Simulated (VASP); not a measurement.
A run of VASP 6.6.1 is set up as follows.

INCAR

```
PREC = Accurate
ENCUT = 500
EDIFF = 1E-7
ISMEAR = 0
SIGMA = 0.1
LREAL = False
LASPH = True
NELM = 200
ALGO = Normal
ISIF = 3
LWAVE = False
LCHARG = False
ISPIN = 2
MAGMOM = 0.43 0.43 0 0 0
LORBIT = 11
LMAXMIX = 4
GGA = PE
IBRION = 2
NSW = 100
EDIFFG = -0.01
GGA_COMPAT = False
NELMIN = 4
KPAR = 4
```

The input KPOINTS:

```
Automatic mesh
0
Gamma
  12 12 4
```

POSCAR

```
Ti2Br3
1.0
    3.3561491102      0.0000000000      0.0000000000
   -1.6780745551      2.9065103883      0.0000000000
    0.0000000000      0.0000000000     11.6336038276
Ti Br
2 3
Direct
    0.3333333333      0.6666666667      0.1823026288
    0.6666666667      0.3333333333      0.8176973712
    0.0000000000      0.0000000000      0.0000000000
    0.3333333333      0.6666666667      0.6704370918
    0.6666666667      0.3333333333      0.3295629082
```

Potentials or basis: VASP PAW PBE potentials, release 64 (Ti_sv, Br).

Launch:

```sh
$ cat potpaw_PBE.64/Ti_sv/POTCAR potpaw_PBE.64/Br/POTCAR > POTCAR
$ mpirun -np 4 vasp_std > vasp.out
```

(1) What does it give for the site moments?

(2) What does it give for the relaxed volume?

(3) What does it give for the relaxed cell?

(4) Estimate the net moment.

Results:

(1) Ti +0.19; Br +0.00, -0.01 (each value once) μB.

(2) 23.08 Å³/atom.

(3) a = 3.354 Å, b = 3.354 Å, c = 11.849 Å, α = 90.00°, β = 90.00°, γ = 120.00°.

(4) 0.57 μB per cell.

Caveat: this functional lacks dispersion, which binds the layers, so the pressure and a relaxed spacing across them are unreliable.
